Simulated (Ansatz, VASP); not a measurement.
# Two plane-wave programs on SrO

The input INCAR:

```
SYSTEM = SrO
PREC     = Accurate       ! precision mode
ENCUT    = 520            ! plane-wave cutoff, eV
EDIFF    = 1E-7           ! SCF threshold, eV
ISMEAR   = 0              ! smearing method
SIGMA    = 0.05           ! smearing width, eV
LREAL    = .False.        ! projectors in reciprocal space
LASPH    = .True.         ! aspherical terms in the spheres
NELM     = 100            ! most SCF steps
ALGO     = Normal         ! electronic algorithm
ISIF     = 2              ! what is computed and relaxed
LWAVE    = .False.        ! write WAVECAR
LCHARG   = .False.        ! write CHGCAR
NBANDS   = 24             ! bands
```

KPOINTS

```
Automatic mesh
0
Gamma
  9 9 8
  0 0 0
```

POSCAR

```
SrO
1.0
    0.0000000000     -2.5744724926     -2.5744724925
   -2.5744724926      0.0000000000     -2.5744724925
    2.5744724926      2.5744724926     -5.1489449852
Sr O
2 2
Direct
   -0.0024517324     -0.0024517324     -0.0024517324
    0.4975482676      0.4975482676      0.4975482676
    0.7634271390      0.7634271390      0.7634271390
    0.2634271390      0.2634271390      0.2634271390
```

Input for Ansatz:

```yaml
crystal:
  lattice:
    - [0.0, -2.5744724926, -2.5744724925]
    - [-2.5744724926, 0.0, -2.5744724925]
    - [2.5744724926, 2.5744724926, -5.1489449852]
  atoms:
    - { symbol: Sr, position: [-0.0024517324, -0.0024517324, -0.0024517324] }
    - { symbol: Sr, position: [0.4975482676, 0.4975482676, 0.4975482676] }
    - { symbol: O, position: [0.763427139, 0.763427139, 0.763427139] }
    - { symbol: O, position: [0.263427139, 0.263427139, 0.263427139] }
basis:
  ecutwfc: 520.0
kpoints:
  mp_grid: { grid: [9, 9, 8] }
hamiltonian:
  xc: lda
  pseudopotentials: { kind: paw }
scf:
  occupations: { method: gaussian, width: 0.05 }
output:
  forces: true
  stress: true
  eigenvalues: true
```

Change from the starting cell: mode 8 frozen in at -0.136 Å, equal normal strain along x, y and z +0.0167.

Alike in both runs: task single point; functional LDA; k mesh 9 × 9 × 8; occupations gaussian, width 0.05 eV; no spin polarisation.

```csv
,VASP,Ansatz
version,VASP 6.6.1,Ansatz 0.2.0
potentials or method,"VASP PAW LDA potentials, release 64 (Sr_sv, O), cutoff 520 eV","scalar-relativistic, plane waves, PAW"
valence electrons in the cell,32,32
```

|  | VASP | Ansatz | Ansatz less VASP |
| --- | --- | --- | --- |
| gap on the k mesh at the Fermi level (eV) | 3.23 | 3.29 | +0.056 |
| least direct gap on the mesh (eV) | 3.29 | 3.34 | +0.048 |
| pressure (GPa) | -3.2 | -3.9 | -0.71 |
| traceless stress, the component that is largest in VASP (GPa) | 2.00 | 1.88 | -0.118 |
| rms of the force components (eV/Å) | 0.222 | 0.205 | -0.0166 |

LDA's correlation is that of Perdew and Zunger in VASP and of Perdew and Wang (1992) in Ansatz. Atom by atom the forces differ by 0.017 eV/Å (rms over components).
